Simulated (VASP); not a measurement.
Set up this calculation in VASP 6.6.1, as the native input.

- Task: single point
- Functional: PBE
- Potentials or basis: VASP PAW PBE potentials, release 64 (Mg, F)
- Cutoff: 600 eV
- k mesh: 6 × 6 × 8
- Occupations: gaussian, width 0.02 eV
- Spin: no spin polarisation
- Dipole correction: no
- Further INCAR settings: ALGO = Normal; EDIFF = 1e-06; NBANDS = 25

The structure of MgF2 lies in POSCAR:

```
MgF2
1.0
    4.8022332794      0.0000000000      0.0000000000
    0.0000000000      4.8022332794      0.0000000000
    0.0000000000      0.0000000000      3.1373329992
Mg F
2 4
Direct
    0.0000000000      0.0000000000      0.0000000000
    0.5000000000      0.5000000000      0.5000000000
    0.3051777086      0.3051777086      0.0000000000
    0.1948222914      0.8051777086      0.5000000000
    0.6948222914      0.6948222914      0.0000000000
    0.8051777086      0.1948222914      0.5000000000
```

The input as run:

INCAR

```
PREC = Accurate
ENCUT = 600
EDIFF = 1E-6
ISMEAR = 0
SIGMA = 0.02
LREAL = False
LASPH = True
NELM = 120
ALGO = Normal
ISIF = 2
LWAVE = False
LCHARG = False
GGA = PE
NBANDS = 25
GGA_COMPAT = False
```

KPOINTS

```
regular mesh
0
Gamma
  6 6 8
```

Potentials or basis: VASP PAW PBE potentials, release 64 (Mg, F).

The run is started by

```sh
$ cat potpaw_PBE.64/Mg/POTCAR potpaw_PBE.64/F/POTCAR > POTCAR
$ mpirun -np 1 vasp_std > vasp.out
```

It gave:

```
Pressure               : -5.5 GPa
Largest force          : 0.004 eV/Å
Band gap on the k mesh : 6.44 eV
```

Caveat: the cell stands under tension.

It took 2.2 min on 1 thread of Intel Xeon 8259CL (shared host), peak memory 0.25 GiB.
